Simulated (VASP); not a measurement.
# GeF5 (P6/mmm) in VASP: a series of runs

The runs below take GeF5 through relaxation of cell and atoms, with PBE.

Everything below comes from runs of VASP 6.6.1. Logs are shortened: lines on timing, memory, paths and dates and some standing lists are left out, and cuts for length are marked.

## Step 1: The cell of the first run

The structure is hexagonal, space group P6/mmm (No. 191). Conventional cell: a = 4.855 Å, b = 4.855 Å, c = 3.951 Å, α = 90.00°, β = 90.00°, γ = 120.00°. Within 3.7 Å of Ge (site symmetry 6/mmm) lie 18 F at 2.80 to 3.13 Å. Within 3.2 Å of F (site symmetry mmm) lie 8 F at 2.42 to 2.43 Å and 4 Ge at 3.13 Å. F (site symmetry -6m2) has 9 F at 2.42 to 2.80 Å and 3 Ge at 2.80 Å within 3.2 Å.

## Step 2: Relaxation of cell and atoms, PBE

File INCAR:

```
SYSTEM = GeF5
PREC = Accurate
ENCUT = 600
EDIFF = 1E-6
ISMEAR = 0
SIGMA = 0.1
LREAL = .False.
LASPH = .True.
NELM = 100
ALGO = Normal
ISIF = 3
LWAVE = .False.
LCHARG = .False.
GGA = PE
IBRION = 2
NSW = 90
EDIFFG = -0.04
```

File KPOINTS:

```
Automatic mesh
0
Gamma
  6 6 4
  0 0 0
```

File POSCAR:

```
GeF5
1.0
    4.8554545000      0.0000000000      0.0000000000
   -2.4277272500      4.2049469500      0.0000000000
    0.0000000000      0.0000000000      3.9510317800
Ge F
1 5
Direct
    0.0000000000      0.0000000000      0.0000000000
    0.0000000000      0.5000000000      0.5000000000
    0.3333333300      0.6666666700      0.0000000000
    0.6666666700      0.3333333300      0.0000000000
    0.5000000000      0.0000000000      0.5000000000
    0.5000000000      0.5000000000      0.5000000000
```

Potentials or basis: VASP PAW PBE potentials, release 64 (Ge_d, F).

Started as:

```console
$ cat potpaw_PBE.64/Ge_d/POTCAR potpaw_PBE.64/F/POTCAR > POTCAR
$ mpirun -np 1 vasp_std > vasp.out
```

OUTCAR:

```text
SYSTEM = GeF5
   PREC = Accurate
   ENCUT = 600
   EDIFF = 1E-6
   ISMEAR = 0
   LREAL = .False.
   LASPH = .True.
   NELM = 100
   ISIF = 3
   GGA = PE
   IBRION = 2
   NSW = 90
   EDIFFG = -0.04

 ion  position               nearest neighbor table
   1  0.000  0.000  0.000-
   2  0.000  0.500  0.500-
   3  0.333  0.667  0.000-
   4  0.667  0.333  0.000-
   5  0.500  0.000  0.500-
   6  0.500  0.500  0.500-

  LATTYP: Found a hexagonal cell.
 ALAT       =     4.8554545000
 C/A-ratio  =     0.8137305746

  Lattice vectors:

 A1 = (   4.8554545000,   0.0000000000,   0.0000000000)
 A2 = (  -2.4277272500,   4.2049469500,   0.0000000000)
 A3 = (   0.0000000000,   0.0000000000,   3.9510317800)

Analysis of symmetry for initial positions (statically):
=====================================================================
 Subroutine PRICEL returns:
 Original cell was already a primitive cell.

 Routine SETGRP: Setting up the symmetry group for a
 hexagonal supercell.

 Subroutine GETGRP returns: Found 24 space group operations
 (whereof 24 operations were pure point group operations)
 out of a pool of 24 trial point group operations.

The static configuration has the point symmetry D_6h.

Analysis of symmetry for dynamics (positions and initial velocities):
=====================================================================
 Subroutine PRICEL returns:
 Original cell was already a primitive cell.

 Routine SETGRP: Setting up the symmetry group for a
 hexagonal supercell.

 Subroutine GETGRP returns: Found 24 space group operations
 (whereof 24 operations were pure point group operations)
 out of a pool of 24 trial point group operations.

The dynamic configuration has the point symmetry D_6h.

 Subroutine INISYM returns: Found 24 space group operations
 (whereof 24 operations are pure point group operations),
 and found     1 'primitive' translations

----------------------------------------------------------------------------------------

                                     Primitive cell

  volume of cell :      80.6679

  direct lattice vectors                    reciprocal lattice vectors
     4.855454500  0.000000000  0.000000000     0.205953943  0.118907564  0.000000000
    -2.427727250  4.204946950  0.000000000     0.000000000  0.237815129  0.000000000
     0.000000000  0.000000000  3.951031780     0.000000000  0.000000000  0.253098445

  length of vectors
     4.855454500  4.855454505  3.951031780     0.237815129  0.237815129  0.253098445

  position of ions in fractional coordinates (direct lattice)
     0.000000000  0.000000000  0.000000000
     1.000000000  0.500000000  0.500000000
     0.333333330  0.666666670  0.000000000
     0.666666670  0.333333330  0.000000000
     0.500000000  0.000000000  0.500000000
     0.500000000  0.500000000  0.500000000

  ion indices of the primitive-cell ions
   primitive index   ion index
                 1           1
                 2           2
                 3           3
                 4           4
                 5           5
                 6           6

----------------------------------------------------------------------------------------

 KPOINTS: Automatic mesh

Automatic generation of k-mesh.
 Grid dimensions read from file:
 generate k-points for:    6    6    4

 Generating k-lattice:

  Cartesian coordinates                     Fractional coordinates (reciprocal lattice)
     0.034325657  0.019817927  0.000000000     0.166666667 -0.000000000  0.000000000
     0.000000000  0.039635855  0.000000000     0.000000000  0.166666667  0.000000000
     0.000000000  0.000000000  0.063274611     0.000000000  0.000000000  0.250000000

  Length of vectors
     0.039635855  0.039635855  0.063274611

  Shift w.r.t. Gamma in fractional coordinates (k-lattice)
     0.000000000  0.000000000  0.000000000

 Subroutine IBZKPT returns following result:
 ===========================================

 Found     21 irreducible k-points:

 Following reciprocal coordinates:
            Coordinates               Weight
  0.000000  0.000000  0.000000      1.000000
  0.166667  0.000000  0.000000      6.000000
  0.333333  0.000000  0.000000      6.000000
  0.500000  0.000000  0.000000      3.000000
  0.166667  0.166667  0.000000      6.000000
  0.333333  0.166667  0.000000     12.000000
[... 13 lines left out ...]
  0.333333  0.166667  0.500000     12.000000
  0.333333  0.333333  0.500000      2.000000
   k-points           NKPTS =     21   k-points in BZ     NKDIM =     21   number of bands    NBANDS=     29
   number of dos      NEDOS =    301   number of ions     NIONS =      6
   total plane-waves  NPLWV =  51200
   dimension x,y,z NGX =    40 NGY =   40 NGZ =   32
   dimension x,y,z NGXF=    80 NGYF=   80 NGZF=   64
   ions per type =               1   5
   NGX,Y,Z   is equivalent  to a cutoff of  13.70, 13.70, 13.46 a.u.
   NGXF,Y,Z  is equivalent  to a cutoff of  27.39, 27.39, 26.93 a.u.
 SYSTEM =  GeF5
   PREC   = accura    normal or accurate (medium, high low for compatibility)
   ISTART =      0    job   : 0-new  1-cont  2-samecut
   ICHARG =      2    charge: 1-file 2-atom 10-const
   ISPIN  =      1    spin polarized calculation?
   LNONCOLLINEAR =      F non collinear calculations
   LSORBIT =      F    spin-orbit coupling
   LASPH  =      T    aspherical Exc in radial PAW
   ENCUT  =  600.0 eV  44.10 Ry    6.64 a.u.   9.70  9.70  7.89*2*pi/ulx,y,z
   NELM   =    100;   NELMIN=  2; NELMDL= -5     # of ELM steps
   EDIFF  = 0.1E-05   stopping-criterion for ELM
   LREAL  =      F    real-space projection
   EDIFFG = -.4E-01   stopping-criterion for IOM
   NSW    =     90    number of steps for IOM
   IBRION =      2    ionic relax: 0-MD 1-quasi-New 2-CG
   NFREE  =      1    steps in history (QN), initial steepest desc. (CG)
   ISIF   =      3    stress and relaxation
   ISYM   =      2    0-nonsym 1-usesym 2-fastsym
   POTIM  = 0.5000    time-step for ionic-motion
   TEBEG  =    0.0;   TEEND  =   0.0 temperature during run
   PSTRESS=    0.0 pullay stress
   NELECT =      49.0000    total number of electrons
   NUPDOWN=      -1.0000    fix difference up-down
   EMIN   =  10.00;   EMAX   =-10.00  energy-range for DOS
   EFERMI =   0.00;   METHOD = LEGACY
   ISMEAR =     0;   SIGMA  =   0.10  broadening in eV -4-tet -1-fermi 0-gaus
   EFERMI_NEDOS =   21; number of points for ismear=-14 and -15
   IALGO  =     38    algorithm
   IMIX   =      4    mixing-type and parameters
     AMIX     =   0.40;   BMIX     =  1.00
     AMIX_MAG =   1.60;   BMIX_MAG =  1.00
  volume/ion in A,a.u.               =      13.44        90.73
  Fermi-wavevector in a.u.,A,eV,Ry     =   1.386457  2.620025 26.153993  1.922264
  Thomas-Fermi vector in A             =   2.510771
   LORBIT       =      0    0 simple, 1 ext, 2 COOP (PROOUT), +10 PAW based schemes
   GGA     = PE    functional components
   LHFCALC =     F    Hartree Fock is set to
   AEXX    =    0.0000 exact exchange contribution
   IVDW    =     0    specifies the selected vdW correction
   LEPSILON=     F    determine dielectric tensor
   LRPA    =     F    only Hartree local field effects (RPA)
 conjugate gradient relaxation of ions
 non-spin polarized calculation
 Gauss-broadening in eV      SIGMA  =   0.10
  energy-cutoff  :      600.00
  volume of cell :       80.67
 maximum number of plane-waves:      2709
 NGX is ok and might be reduce to    40
   NGX = 19   NGY = 19   NGZ = 15

--------------------------------------- Ionic step        1  -------------------------------------------

 number of electron      48.9999967 magnetization

 Free energy of the ion-electron system (eV)
  ---------------------------------------------------
  ext. energy  EPLUGINS =         0.00000000
  ---------------------------------------------------
  free energy    TOTEN  =       -14.41369267 eV

  energy without entropy =      -14.33710026  energy(sigma->0) =      -14.37539646

 E-fermi :  -1.2397     XC(G=0):  -9.6303

 val. band max:       -1.2446566400   @ k =   0.5000   0.0000   0.5000
 cond. band min:      -1.2394013080   @ k =   0.1667   0.1667   0.2500
 fundamental gap:      0.0052553320
 Fermi energy:        -1.2396628853

 k-point     1 :       0.0000    0.0000    0.0000
  band No.  band energies     occupation
      1     -26.3360      2.00000
      2     -26.3141      2.00000
      3     -26.3141      2.00000
      4     -26.2672      2.00000
      5     -26.2672      2.00000
      6     -22.4291      2.00000
[... 738 lines left out ...]
  energy  without entropy=      -14.9194908834  energy(sigma->0) =      -14.95099479

--------------------------------------- Ionic step        3  -------------------------------------------

 number of electron      49.0000008 magnetization

 E-fermi :   2.3462     XC(G=0): -11.5984

 val. band max:        2.3460350547   @ k =   0.0000   0.0000   0.0000
 cond. band min:       2.3466048604   @ k =   0.0000   0.0000   0.2500
 fundamental gap:      0.0005698058
 Fermi energy:         2.3461566066

 k-point     1 :       0.0000    0.0000    0.0000
  band No.  band energies     occupation
      1     -21.9936      2.00000
      2     -21.8576      2.00000
      3     -21.8208      2.00000
      4     -21.8208      2.00000
      5     -21.7276      2.00000
      6     -21.7276      2.00000
[... 694 lines left out ...]
  FREE ENERGIE OF THE ION-ELECTRON SYSTEM (eV)
  ---------------------------------------------------
  free  energy   TOTEN  =       -15.4467845081 eV

  energy  without entropy=      -15.4126661160  energy(sigma->0) =      -15.42972531

 E-fermi :   0.3673     XC(G=0): -10.4078

 val. band max:        0.3496100894   @ k =   0.3333   0.1667   0.0000
 cond. band min:       0.3838116869   @ k =   0.5000   0.0000   0.5000
 fundamental gap:      0.0342015975
 Fermi energy:         0.3673269163

 k-point     1 :       0.0000    0.0000    0.0000
  band No.  band energies     occupation
      1     -23.6796      2.00000
      2     -23.5852      2.00000
      3     -23.5852      2.00000
      4     -23.4912      2.00000
      5     -23.4912      2.00000
      6     -23.0765      2.00000
[... 661 lines left out ...]
     28       7.7351      0.00000
     29       7.7351      0.00000

[... ionic steps 4 to 9 ...]

--------------------------------------- Ionic step       10  -------------------------------------------

 number of electron      49.0000028 magnetization

------------------------ aborting loop because EDIFF is reached ----------------------------------------

  FORCE on cell =-STRESS in cart. coord.  units (eV):
  Direction    XX          YY          ZZ          XY          YZ          ZX
  --------------------------------------------------------------------------------------
  -------------------------------------------------------------------------------------
  Total        0.2123849      0.2123849     -0.7838108     -0.0000000      0.0000000     -0.0000000
  in kB        4.8502240      4.8502240    -17.8998499     -0.0000000      0.0000000     -0.0000000
  external PRESSURE =      -2.7331340 kB  Pullay stress =       0.0000000 kB
[... 65 lines left out ...]
  energy  without entropy=      -16.8056208294  energy(sigma->0) =      -16.82658912

--------------------------------------- Ionic step       12  -------------------------------------------

 number of electron      49.0000056 magnetization

 Free energy of the ion-electron system (eV)
  ---------------------------------------------------
  ext. energy  EPLUGINS =         0.00000000
  ---------------------------------------------------
  free energy    TOTEN  =       -16.84986951 eV

  energy without entropy =      -16.80810819  energy(sigma->0) =      -16.82898885

 E-fermi :  -0.0457     XC(G=0): -10.2014

 val. band max:       -0.0660287250   @ k =   0.1667   0.1667   0.0000
 cond. band min:      -0.0371860086   @ k =   0.5000   0.0000   0.5000
 fundamental gap:      0.0288427163
 Fermi energy:        -0.0456839104

 k-point     1 :       0.0000    0.0000    0.0000
  band No.  band energies     occupation
      1     -24.0337      2.00000
      2     -23.9523      2.00000
      3     -23.9523      2.00000
      4     -23.8567      2.00000
      5     -23.8567      2.00000
      6     -23.2254      2.00000
[... 694 lines left out ...]
  FREE ENERGIE OF THE ION-ELECTRON SYSTEM (eV)
  ---------------------------------------------------
  free  energy   TOTEN  =       -16.8498695071 eV

  energy  without entropy=      -16.8081081885  energy(sigma->0) =      -16.82898885

 reached required accuracy - stopping structural energy minimisation
```

It took 9.9 min on 1 thread of Oxide Virtual Turin-like, shared host; peak memory 0.22 GiB.

What came out:

```yaml
Free_energy: -16.8499 eV
Relaxed_volume: 11.61 Å³/atom
Relaxed_cell: a = 4.002 Å, b = 4.002 Å, c = 5.021 Å, α = 90.00°, β = 90.00°, γ = 120.00°
Space_group_after_relaxing_to_0.05_Å: P6/mmm (No. 191)
Energy_gained_by_relaxing: 406.0 meV/atom
Ionic_steps: 12
Pressure_after_relaxing: 0.2 GPa
```

Step by step:
```tsv
step	energy change (eV)	largest force (eV/Å)	pressure (GPa)	volume (Å³)
1	0.0000	0.0000	-6.81	80.67
2	-0.5688	0.0000	-3.82	74.08
3	-1.0331	0.0000	23.74	55.40
4	-1.1359	0.0000	8.98	62.16
5	-1.5937	0.0000	7.80	61.97
6	-1.7301	0.0000	22.84	60.17
7	-2.0692	0.0000	13.03	61.24
8	-2.0689	0.0000	14.28	61.09
9	-2.4042	0.0000	4.01	67.10
10	-2.4325	0.0000	-0.27	70.16
11	-2.4339	0.0000	0.49	69.58
12	-2.4362	0.0000	0.23	69.65
```

Final structure:
```
Ge F
1.0
     4.00203    0.00000    0.00000
    -2.00101    3.46586    0.00000
     0.00000    0.00000    5.02131
Ge F
1 5
Direct
  0.00000 0.00000 0.00000
  0.00000 0.50000 0.50000
  0.33333 0.66667 0.00000
  0.66667 0.33333 0.00000
  0.50000 0.00000 0.50000
  0.50000 0.50000 0.50000
```

Caveat: the k points lie up to 0.31 Å⁻¹ apart in the final cell; an odd number of electrons without spin polarisation forces a metal; a magnetic or distorted state may lie lower.

## Step 3: Relaxation of cell and atoms, PBE

This run uses another cell than the first one, of 13.65 Å³/atom, 1.015 times its volume.

File INCAR:

```
SYSTEM = GeF5
  PREC = Accurate
  ENCUT = 600
  EDIFF = 1E-7
  ISMEAR = 0
  SIGMA = 0.1
  LREAL = .False.
  LASPH = .True.
  NELM = 60
  ALGO = Normal
  ISIF = 3
  LWAVE = .False.
  LCHARG = .False.
  GGA = PE
  IBRION = 2
  NSW = 100
  EDIFFG = -0.01
```

File KPOINTS:

```
regular mesh
0
Gamma
  12 12 6
  0 0 0
```

File POSCAR:

```
GeF5
1.0
    4.0057325373      0.0000000000      0.0000000000
   -2.0028662686      3.4690661380      0.0000000000
    0.0000000000      0.0000000000      5.8941547236
Ge F
1 5
Direct
    0.0000000000      0.0000000000      0.0000000000
    0.0000000000      0.5000000000      0.5000000000
    0.3333333333      0.6666666667      0.0000000000
    0.6666666667      0.3333333333      0.0000000000
    0.5000000000      0.0000000000      0.5000000000
    0.5000000000      0.5000000000      0.5000000000
```

Potentials or basis: VASP PAW PBE potentials, release 64 (Ge_d, F).

Started as:

```console
$ cat potpaw_PBE.64/Ge_d/POTCAR potpaw_PBE.64/F/POTCAR > POTCAR
$ mpirun -np 1 vasp_std > vasp.out
```

Run time: 13 min. Hardware: 1 thread of Oxide Virtual Turin-like, shared host; peak memory 0.3 GiB.

It converged, with:

* Free energy: -17.1939 eV
* Relaxed volume: 13.49 Å³/atom
* Relaxed cell: a = 4.001 Å, b = 4.001 Å, c = 5.840 Å, α = 90.00°, β = 90.00°, γ = 120.00°
* Space group after relaxing (to 0.05 Å): P6/mmm (No. 191)
* Energy gained by relaxing: 0.1 meV/atom
* Ionic steps: 6
* Pressure after relaxing: 0.0 GPa

Step by step:
```
step  energy change (eV)  largest force (eV/Å)  pressure (GPa)  volume (Å³)
   1              0.0000                0.0000           -0.30        81.91
   2             -0.0003                0.0000           -0.03        81.61
   3             -0.0003                0.0000           -0.02        81.60
   4             -0.0004                0.0000           -0.03        81.54
   5             -0.0006                0.0000           -0.02        81.34
   6             -0.0008                0.0000           -0.01        80.94
```

Final structure:
```
CELL_PARAMETERS angstrom
4.00055 0.00000 0.00000
-2.00028 3.46458 0.00000
0.00000 0.00000 5.83958
ATOMIC_POSITIONS crystal
Ge 0.00000 0.00000 0.00000
F 0.00000 0.50000 0.50000
F 0.33333 0.66667 0.00000
F 0.66667 0.33333 0.00000
F 0.50000 0.00000 0.50000
F 0.50000 0.50000 0.50000
```

Levels at points of the mesh, in eV from the Fermi level:
| k point | band 23 | band 24 | band 25 | band 26 | band 27 | band 28 |
| --- | --- | --- | --- | --- | --- | --- |
| (0.00, 0.00, 0.00) | -1.19 | 0.30 | 0.84 | 0.84 | 4.32 | 7.25 |
| (0.50, 0.00, 0.00) | -1.37 | -0.94 | 0.01 | 0.72 | 3.56 | 5.79 |
| (0.00, 0.00, 0.50) | -1.18 | 0.30 | 0.84 | 0.84 | 3.88 | 7.21 |
| (0.50, 0.00, 0.50) | -1.34 | -0.94 | -0.01 | 0.72 | 3.53 | 5.97 |

Caveat: an odd number of electrons without spin polarisation forces a metal; a magnetic or distorted state may lie lower.
